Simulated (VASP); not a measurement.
A run of VASP 6.6.1:

The input INCAR:

```
SYSTEM = Hf
PREC     = Accurate       ! precision mode
ENCUT    = 520            ! plane-wave cutoff, eV
EDIFF    = 1E-6           ! SCF threshold, eV
ISMEAR   = -1             ! smearing method
SIGMA    = 0.03           ! smearing width, eV
LREAL    = .False.        ! projectors in reciprocal space
LASPH    = .True.         ! aspherical terms in the spheres
NELM     = 80             ! most SCF steps
ALGO     = Normal         ! electronic algorithm
ISIF     = 2              ! what is computed and relaxed
LWAVE    = .False.        ! write WAVECAR
LCHARG   = .False.        ! write CHGCAR
GGA      = PS             ! functional
NBANDS   = 11             ! bands
```

File KPOINTS:

```
Automatic mesh
0
Gamma
  16 16 16
  0 0 0
```

File POSCAR:

```
Hf
1.0
    0.0000000000      2.2492138765      2.2492138765
    2.2492138765      0.0000000000      2.2492138765
    2.2492138765      2.2492138765      0.0000000000
Hf
1
Direct
    0.0000000000      0.0000000000      0.0000000000
```

Potentials or basis: VASP PAW PBE potentials, release 64 (Hf_pv).

Run with:

```bash
$ cat potpaw_PBE.64/Hf_pv/POTCAR > POTCAR
$ mpirun -np 1 vasp_std > vasp.out
```

Hardware: 1 thread of Intel Xeon 6975P-C, with other jobs on the host.

Task: Estimate the wall time of this run.

Result: Wall time 14 s on 1 thread of Intel Xeon 6975P-C, with other jobs on the host, peak memory 0.16 GiB. Counts: scf iterations 11, k points 145.
